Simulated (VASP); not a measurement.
A run of VASP 6.6.1 is set up as follows.

File POSCAR:

```
NaH
1.0
    0.0000000000      2.4878552867      2.4878552867
    2.4878552867      0.0000000000      2.4878552867
    2.4878552867      2.4878552867      0.0000000000
Na H
1 1
Direct
    0.0000000000      0.0000000000      0.0000000000
    0.5000000000      0.5000000000      0.5000000000
```

Contents of INCAR.step1:

```
PREC     = Accurate       # precision mode
ENCUT    = 520            # plane-wave cutoff, eV
EDIFF    = 1E-5           # SCF threshold, eV
ISMEAR   = -1             # smearing method
SIGMA    = 0.05           # smearing width, eV
LREAL    = False          # projectors in reciprocal space
LASPH    = True           # aspherical terms in the spheres
NELM     = 80             # most SCF steps
ALGO     = Normal         # electronic algorithm
ISIF     = 2              # what is computed and relaxed
LWAVE    = True           # write WAVECAR
LCHARG   = False          # write CHGCAR
GGA      = PE             # functional
NBANDS   = 11             # bands
```

The input INCAR.step2:

```
PREC     = Accurate       # precision mode
ENCUT    = 520            # plane-wave cutoff, eV
EDIFF    = 1E-6           # SCF threshold, eV
ISMEAR   = -1             # smearing method
SIGMA    = 0.05           # smearing width, eV
LREAL    = False          # projectors in reciprocal space
LASPH    = True           # aspherical terms in the spheres
NELM     = 80             # most SCF steps
ALGO     = Normal         # electronic algorithm
ISIF     = 2              # what is computed and relaxed
LWAVE    = False          # write WAVECAR
LCHARG   = False          # write CHGCAR
GGA      = PE             # functional
LHFCALC  = True           # exact exchange
AEXX     = 0.25           # exact-exchange fraction
PRECFOCK = Normal       
ISTART   = 1            
NBANDS   = 11             # bands
```

KPOINTS

```
Automatic mesh
0
Gamma
  6 6 6
```

Potentials or basis: VASP PAW PBE potentials, release 64 (Na_pv, H).

Run with:

```console
$ cat potpaw_PBE.64/Na_pv/POTCAR potpaw_PBE.64/H/POTCAR > POTCAR
$ cp INCAR.step1 INCAR
$ mpirun -np 1 vasp_std > vasp.out
$ cp INCAR.step2 INCAR
$ mpirun -np 1 vasp_std > vasp.out
```

(1) Predict the band gap on the k mesh.

(2) What does it give for the pressure?

Answers

(1) 5.40 eV (least direct gap 6.27 eV).

(2) -2.1 GPa.

Caveat: the PAW data sets were made with another functional, which shifts forces and pressure a little.
